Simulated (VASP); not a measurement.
# BaTiO3 (P4mm) in VASP: single point with PBEsol

Aim: the single point of BaTiO3 with PBEsol.

All numbers are computed with VASP 6.6.1; they aren't measurements. Logs are shortened: lines on timing, memory, paths and dates and some standing lists are left out, and cuts for length are marked.

### 1 The cell of the first run

Symmetry: P4mm, No. 99, tetragonal system. The conventional cell has a = 3.956 Å, b = 3.956 Å, c = 4.043 Å, α = 90.00°, β = 90.00°, γ = 90.00°. Within 3.7 Å of Ba (site symmetry 4mm) lie 12 O at 2.77 to 2.88 Å and 8 Ti at 3.42 to 3.49 Å. Within 2.4 Å of Ti (site symmetry 4mm) lie 6 O at 1.84 to 2.20 Å. O (site symmetry 4mm) has 2 Ti at 1.84 to 2.20 Å within 2.4 Å. O (site symmetry 2mm) has 2 Ti at 1.98 Å within 2.6 Å.

### 2 Single point, PBEsol

Contents of INCAR:

```
PREC = Accurate
ENCUT = 1340
EDIFF = 1E-6
ISMEAR = 0
SIGMA = 0.02
LREAL = False
LASPH = True
NELM = 120
ALGO = Normal
ISIF = 2
LWAVE = False
LCHARG = False
GGA = PS
NBANDS = 28
GGA_COMPAT = False
```

Contents of KPOINTS:

```
Automatic mesh
0
Gamma
  8 8 8
```

Contents of POSCAR:

```
BaTiO3
1.0
    3.9557356621      0.0000000000      0.0000000000
    0.0000000000      3.9557356621      0.0000000000
    0.0000000000      0.0000000000      4.0433154405
Ba Ti O
1 1 3
Direct
    0.0000000000      0.0000000000     -0.0018819369
    0.5000000000      0.5000000000      0.4829432829
    0.5000000000      0.5000000000      0.0277781019
    0.5000000000      0.0000000000      0.5170802761
    0.0000000000      0.5000000000      0.5170802761
```

Potentials or basis: VASP PAW PBE potentials, release 64 (Ba_sv, Ti_sv, O_h).

The run is started by

```sh
> cat potpaw_PBE.64/Ba_sv/POTCAR potpaw_PBE.64/Ti_sv/POTCAR potpaw_PBE.64/O_h/POTCAR > POTCAR
> mpirun -np 1 vasp_std > vasp.out
```

OUTCAR:

```text
PREC = Accurate
   ENCUT = 1340
   EDIFF = 1E-6
   ISMEAR = 0
   LREAL = False
   LASPH = True
   NELM = 120
   ISIF = 2
   GGA = PS

 ion  position               nearest neighbor table
   1  0.000  0.000  0.998-   4 2.77   5 2.77   5 2.77   4 2.77   3 2.80   3 2.80   3 2.80   3 2.80
                             4 2.88   5 2.88   5 2.88   4 2.88   2 3.42   2 3.42   2 3.42   2 3.42
   2  0.500  0.500  0.483-   3 1.84   4 1.98   5 1.98   4 1.98   5 1.98   3 2.20   1 3.42   1 3.42
                             1 3.42   1 3.42   1 3.49   1 3.49   1 3.49   1 3.49
   3  0.500  0.500  0.028-   2 1.84   2 2.20   1 2.80   1 2.80   1 2.80   1 2.80
   4  0.500  0.000  0.517-   2 1.98   2 1.98   1 2.77   1 2.77   1 2.88   1 2.88
   5  0.000  0.500  0.517-   2 1.98   2 1.98   1 2.77   1 2.77   1 2.88   1 2.88

  LATTYP: Found a simple tetragonal cell.
 ALAT       =     3.9557356621
 C/A-ratio  =     1.0221399471

  Lattice vectors:

 A1 = (   3.9557356621,   0.0000000000,   0.0000000000)
 A2 = (   0.0000000000,   3.9557356621,   0.0000000000)
 A3 = (   0.0000000000,   0.0000000000,   4.0433154405)

Analysis of symmetry for initial positions (statically):
=====================================================================
 Subroutine PRICEL returns:
 Original cell was already a primitive cell.

 Routine SETGRP: Setting up the symmetry group for a
 simple tetragonal supercell.

 Subroutine GETGRP returns: Found  8 space group operations
 (whereof  8 operations were pure point group operations)
 out of a pool of 16 trial point group operations.

The static configuration has the point symmetry C_4v.

Analysis of symmetry for dynamics (positions and initial velocities):
=====================================================================
 Subroutine PRICEL returns:
 Original cell was already a primitive cell.

 Routine SETGRP: Setting up the symmetry group for a
 simple tetragonal supercell.

 Subroutine GETGRP returns: Found  8 space group operations
 (whereof  8 operations were pure point group operations)
 out of a pool of 16 trial point group operations.

The dynamic configuration has the point symmetry C_4v.

 Subroutine INISYM returns: Found  8 space group operations
 (whereof  8 operations are pure point group operations),
 and found     1 'primitive' translations

----------------------------------------------------------------------------------------

                                     Primitive cell

  volume of cell :      63.2692

  direct lattice vectors                    reciprocal lattice vectors
     3.955735662  0.000000000  0.000000000     0.252797478  0.000000000  0.000000000
     0.000000000  3.955735662  0.000000000     0.000000000  0.252797478  0.000000000
     0.000000000  0.000000000  4.043315440     0.000000000  0.000000000  0.247321787

  length of vectors
     3.955735662  3.955735662  4.043315440     0.252797478  0.252797478  0.247321787

  position of ions in fractional coordinates (direct lattice)
     0.000000000  0.000000000  0.998118063
     0.500000000  0.500000000  0.482943283
     0.500000000  0.500000000  0.027778102
     0.500000000  0.000000000  0.517080276
     0.000000000  0.500000000  0.517080276

  ion indices of the primitive-cell ions
   primitive index   ion index
                 1           1
                 2           2
                 3           3
                 4           4
                 5           5

----------------------------------------------------------------------------------------

 KPOINTS: Automatic mesh

Automatic generation of k-mesh.
 Grid dimensions read from file:
 generate k-points for:    8    8    8

 Generating k-lattice:

  Cartesian coordinates                     Fractional coordinates (reciprocal lattice)
     0.031599685  0.000000000  0.000000000     0.125000000  0.000000000  0.000000000
     0.000000000  0.031599685  0.000000000     0.000000000  0.125000000  0.000000000
     0.000000000  0.000000000  0.030915223     0.000000000  0.000000000  0.125000000

  Length of vectors
     0.031599685  0.031599685  0.030915223

  Shift w.r.t. Gamma in fractional coordinates (k-lattice)
     0.000000000  0.000000000  0.000000000

 Subroutine IBZKPT returns following result:
 ===========================================

 Found     75 irreducible k-points:

 Following reciprocal coordinates:
            Coordinates               Weight
  0.000000  0.000000  0.000000      1.000000
  0.125000  0.000000  0.000000      4.000000
  0.250000  0.000000  0.000000      4.000000
  0.375000  0.000000  0.000000      4.000000
  0.500000  0.000000  0.000000      2.000000
  0.125000  0.125000  0.000000      4.000000
[... 16 lines left out ...]
  0.375000  0.125000  0.125000     16.000000
  0.500000  0.125000  0.125000      8.000000
 [... further k-points ...]
   k-points           NKPTS =     75   k-points in BZ     NKDIM =     75   number of bands    NBANDS=     28
   number of dos      NEDOS =    301   number of ions     NIONS =      5
   total plane-waves  NPLWV = 110592
   dimension x,y,z NGX =    48 NGY =   48 NGZ =   48
   dimension x,y,z NGXF=    96 NGYF=   96 NGZF=   96
   ions per type =               1   1   3
   NGX,Y,Z   is equivalent  to a cutoff of  20.17, 20.17, 19.74 a.u.
   NGXF,Y,Z  is equivalent  to a cutoff of  40.35, 40.35, 39.47 a.u.
 SYSTEM =  unknown system
   PREC   = accura    normal or accurate (medium, high low for compatibility)
   ISTART =      0    job   : 0-new  1-cont  2-samecut
   ICHARG =      2    charge: 1-file 2-atom 10-const
   ISPIN  =      1    spin polarized calculation?
   LNONCOLLINEAR =      F non collinear calculations
   LSORBIT =      F    spin-orbit coupling
   LASPH  =      T    aspherical Exc in radial PAW
   ENCUT  = 1340.0 eV  98.49 Ry    9.92 a.u.  11.81 11.81 12.07*2*pi/ulx,y,z
   NELM   =    120;   NELMIN=  2; NELMDL= -5     # of ELM steps
   EDIFF  = 0.1E-05   stopping-criterion for ELM
   LREAL  =      F    real-space projection
   EDIFFG = 0.1E-04   stopping-criterion for IOM
   NSW    =      0    number of steps for IOM
   IBRION =     -1    ionic relax: 0-MD 1-quasi-New 2-CG
   NFREE  =      0    steps in history (QN), initial steepest desc. (CG)
   ISIF   =      2    stress and relaxation
   ISYM   =      2    0-nonsym 1-usesym 2-fastsym
   POTIM  = 0.5000    time-step for ionic-motion
   TEBEG  =    0.0;   TEEND  =   0.0 temperature during run
   PSTRESS=    0.0 pullay stress
   NELECT =      40.0000    total number of electrons
   NUPDOWN=      -1.0000    fix difference up-down
   EMIN   =  10.00;   EMAX   =-10.00  energy-range for DOS
   EFERMI =   0.00;   METHOD = LEGACY
   ISMEAR =     0;   SIGMA  =   0.02  broadening in eV -4-tet -1-fermi 0-gaus
   EFERMI_NEDOS =   21; number of points for ismear=-14 and -15
   IALGO  =     38    algorithm
   IMIX   =      4    mixing-type and parameters
     AMIX     =   0.40;   BMIX     =  1.00
     AMIX_MAG =   1.60;   BMIX_MAG =  1.00
  volume/ion in A,a.u.               =      12.65        85.39
  Fermi-wavevector in a.u.,A,eV,Ry     =   1.405068  2.655194 26.860853  1.974217
  Thomas-Fermi vector in A             =   2.527567
   LORBIT       =      0    0 simple, 1 ext, 2 COOP (PROOUT), +10 PAW based schemes
   GGA     = PS    functional components
   LHFCALC =     F    Hartree Fock is set to
   AEXX    =    0.0000 exact exchange contribution
   IVDW    =     0    specifies the selected vdW correction
   LEPSILON=     F    determine dielectric tensor
   LRPA    =     F    only Hartree local field effects (RPA)
 non-spin polarized calculation
 Gauss-broadening in eV      SIGMA  =   0.02
  energy-cutoff  :     1340.00
  volume of cell :       63.27
 maximum number of plane-waves:      7088
 NGX is ok and might be reduce to    48
   NGX = 23   NGY = 23   NGZ = 25

 number of electron      40.0000003 magnetization

 Free energy of the ion-electron system (eV)
  ---------------------------------------------------
  ext. energy  EPLUGINS =         0.00000000
  ---------------------------------------------------
  free energy    TOTEN  =       -42.02191330 eV

  energy without entropy =      -42.02191330  energy(sigma->0) =      -42.02191330

 E-fermi :   4.3778     XC(G=0): -11.5815

 val. band max:        4.2545888290   @ k =   0.5000   0.5000   0.5000
 cond. band min:       6.0417017737   @ k =   0.0000   0.0000   0.0000
 fundamental gap:      1.7871129447
 Fermi energy:         4.3777617113

 k-point     1 :       0.0000    0.0000    0.0000
  band No.  band energies     occupation
      1     -51.9800      2.00000
      2     -28.3869      2.00000
      3     -28.3151      2.00000
      4     -28.3151      2.00000
      5     -20.5981      2.00000
      6     -12.6836      2.00000
[... 20 lines left out ...]
     27       9.2119      0.00000
     28      11.4491      0.00000

 k-point     2 :       0.1250    0.0000    0.0000
  band No.  band energies     occupation
      1     -51.9798      2.00000
      2     -28.3865      2.00000
      3     -28.3244      2.00000
      4     -28.3147      2.00000
      5     -20.5783      2.00000
      6     -12.6956      2.00000
[... 20 lines left out ...]
     27       9.5268      0.00000
     28      11.8362      0.00000

 k-point     3 :       0.2500    0.0000    0.0000
  band No.  band energies     occupation
      1     -51.9794      2.00000
      2     -28.3856      2.00000
      3     -28.3467      2.00000
      4     -28.3138      2.00000
      5     -20.5296      2.00000
      6     -12.7767      2.00000
[... 20 lines left out ...]
     27      10.3149      0.00000
     28      12.5266      0.00000

 k-point     4 :       0.3750    0.0000    0.0000
  band No.  band energies     occupation
      1     -51.9789      2.00000
      2     -28.3847      2.00000
      3     -28.3689      2.00000
      4     -28.3130      2.00000
      5     -20.4797      2.00000
      6     -12.9007      2.00000
[... 20 lines left out ...]
     27      11.2783      0.00000
     28      12.3997      0.00000

 k-point     5 :       0.5000    0.0000    0.0000
  band No.  band energies     occupation
      1     -51.9787      2.00000
      2     -28.3843      2.00000
      3     -28.3781      2.00000
      4     -28.3126      2.00000
      5     -20.4588      2.00000
      6     -12.9581      2.00000
[... 20 lines left out ...]
     27      11.7732      0.00000
     28      12.3480      0.00000

 k-point     6 :       0.1250    0.1250    0.0000
  band No.  band energies     occupation
      1     -51.9796      2.00000
      2     -28.3862      2.00000
      3     -28.3243      2.00000
      4     -28.3237      2.00000
      5     -20.5594      2.00000
      6     -12.6926      2.00000
[... 463 lines left out ...]
      5     -20.5441      2.00000
      6     -12.6754      2.00000
[... 20 lines left out ...]
     27      10.0580      0.00000
     28      12.1209      0.00000

 k-point    22 :       0.2500    0.1250    0.1250
  band No.  band energies     occupation
      1     -51.9790      2.00000
      2     -28.3924      2.00000
      3     -28.3458      2.00000
      4     -28.3227      2.00000
      5     -20.5000      2.00000
      6     -12.6925      2.00000
[... 20 lines left out ...]
     27      10.7517      0.00000
     28      12.4696      0.00000

 k-point    23 :       0.3750    0.1250    0.1250
  band No.  band energies     occupation
      1     -51.9786      2.00000
      2     -28.3914      2.00000
      3     -28.3678      2.00000
      4     -28.3217      2.00000
      5     -20.4550      2.00000
      6     -12.7674      2.00000
[... 20 lines left out ...]
     27      11.6838      0.00000
     28      12.8181      0.00000

 k-point    24 :       0.5000    0.1250    0.1250
  band No.  band energies     occupation
      1     -51.9784      2.00000
      2     -28.3909      2.00000
      3     -28.3769      2.00000
      4     -28.3214      2.00000
      5     -20.4361      2.00000
      6     -12.8086      2.00000
[... 20 lines left out ...]
     27      12.0925      0.00000
     28      12.9626      0.00000

 [... further k-points ...]

------------------------ aborting loop because EDIFF is reached ----------------------------------------

  FORCE on cell =-STRESS in cart. coord.  units (eV):
  Direction    XX          YY          ZZ          XY          YZ          ZX
  --------------------------------------------------------------------------------------
  -------------------------------------------------------------------------------------
  Total        0.6893641      0.6893641      0.7062929      0.0000000      0.0000000      0.0000000
  in kB       17.4568987     17.4568987     17.8855898      0.0000000      0.0000000      0.0000000
  external PRESSURE =      17.5997957 kB  Pullay stress =       0.0000000 kB

 VOLUME and BASIS-vectors are now :
 -----------------------------------------------------------------------------
  energy-cutoff  :     1340.00
  volume of cell :       63.27
      direct lattice vectors                 reciprocal lattice vectors
     3.955735662  0.000000000  0.000000000     0.252797478  0.000000000  0.000000000
     0.000000000  3.955735662  0.000000000     0.000000000  0.252797478  0.000000000
     0.000000000  0.000000000  4.043315440     0.000000000  0.000000000  0.247321787

 POSITION                                       TOTAL-FORCE (eV/Angst)
 -----------------------------------------------------------------------------------
      0.00000      0.00000      4.03571         0.000000      0.000000      0.037969
      1.97787      1.97787      1.95269         0.000000     -0.000000      0.021381
      1.97787      1.97787      0.11232         0.000000      0.000000     -0.027222
      1.97787      0.00000      2.09072         0.000000      0.000000     -0.016064
      0.00000      1.97787      2.09072         0.000000     -0.000000     -0.016064
 -----------------------------------------------------------------------------------
    total drift:                                0.000000      0.000000     -0.000739

  FREE ENERGIE OF THE ION-ELECTRON SYSTEM (eV)
  ---------------------------------------------------
  free  energy   TOTEN  =       -42.0219133039 eV

  energy  without entropy=      -42.0219133039  energy(sigma->0) =      -42.02191330
```

It took 13 min on 1 thread of Intel Xeon Platinum 8175M at 2.50GHz (Skylake/Cascade Lake), shared host; peak memory 0.71 GiB.

What came out:

| Property | Result |
| --- | --- |
| Free energy | -42.0219 eV |
| Pressure | 1.8 GPa |
| Largest force | 0.038 eV/Å |
| Band gap on the k mesh | 1.79 eV (least direct gap 2.19 eV) |

Forces in eV/Å, atoms in the order of the input:
```
Ba   0.000  0.000  0.038
Ti   0.000  0.000  0.021
O    0.000  0.000 -0.027
O    0.000  0.000 -0.016
O    0.000  0.000 -0.016
```

Caveat: the PAW data sets were made with another functional, which shifts forces and pressure a little; spin-orbit coupling is left out, which moves the levels of the heavy elements. A k mesh can miss the band edges.
